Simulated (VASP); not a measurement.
Write the native input for VASP 6.6.1 that does the following.

```
Task                   : single point
Functional             : PBE
Potentials or basis    : VASP PAW PBE potentials, release 64 (Zn, Cd, O)
Cutoff                 : 520 eV
k mesh                 : 4 × 4 × 4
Occupations            : gaussian, width 0.1 eV
Spin                   : collinear spin, ferromagnetic start
Starting moments       : [0.0, 0.0, 0.0, 1.0, 1.0, 1.0] μB
Dipole correction      : no
Further INCAR settings : ALGO = Normal; EDIFF = 1e-06; NBANDS = 40
```

The structure of Zn2CdO3 lies in POSCAR:

```
Zn2CdO3
1.0
   -2.6528413876      2.6528413876      3.5696719441
    2.6528413876     -2.6528413876      3.5696719441
    2.6528413876      2.6528413876     -3.5696719441
Zn Cd O
2 1 3
Direct
    1.0000014602      0.5000014602      0.5000000000
    0.4999985398     -0.0000014602      0.5000000000
    0.5000000000      0.5000000000      0.0000000000
    0.0000000000      0.0000000000      0.0000000000
    0.2500000000      0.7500000000      0.5000000000
    0.7500000000      0.2500000000      0.5000000000
```

The cell was generated, and may not be a known phase.

One way to write it, as run:

INCAR

```
PREC = Accurate ; ENCUT = 520
EDIFF = 1E-6 ; ISMEAR = 0
SIGMA = 0.1 ; LREAL = F
LASPH = T ; NELM = 150
ALGO = Normal ; ISIF = 2
LWAVE = F ; LCHARG = F
ISPIN = 2 ; MAGMOM = 0 0 0 1 1 1
LORBIT = 11 ; GGA = PE
NBANDS = 40
```

KPOINTS

```
regular mesh
0
Gamma
  4 4 4
```

Potentials or basis: VASP PAW PBE potentials, release 64 (Zn, Cd, O).

The run is started by

```sh
$ cat potpaw_PBE.64/Zn/POTCAR potpaw_PBE.64/Cd/POTCAR potpaw_PBE.64/O/POTCAR > POTCAR
$ mpirun -np 1 vasp_std > vasp.out
```

Results of the run:

```json
{
  "Pressure": "0.7 GPa",
  "Net moment": "-1.45 μB per cell",
  "Site moments": "Zn -0.00; Cd -0.09; O -0.82, -0.12 (each value once) μB",
  "Valence electrons inside the program's atomic spheres": "Zn 10.90; Cd 10.26; O 4.71, 4.96 (each value once)"
}
```

Caveat: the k points lie up to 0.37 Å⁻¹ apart.

It took 4.7 min on 1 thread of AMD EPYC 7R43 64-Core Processor (Zen 3) (shared host), peak memory 0.29 GiB.
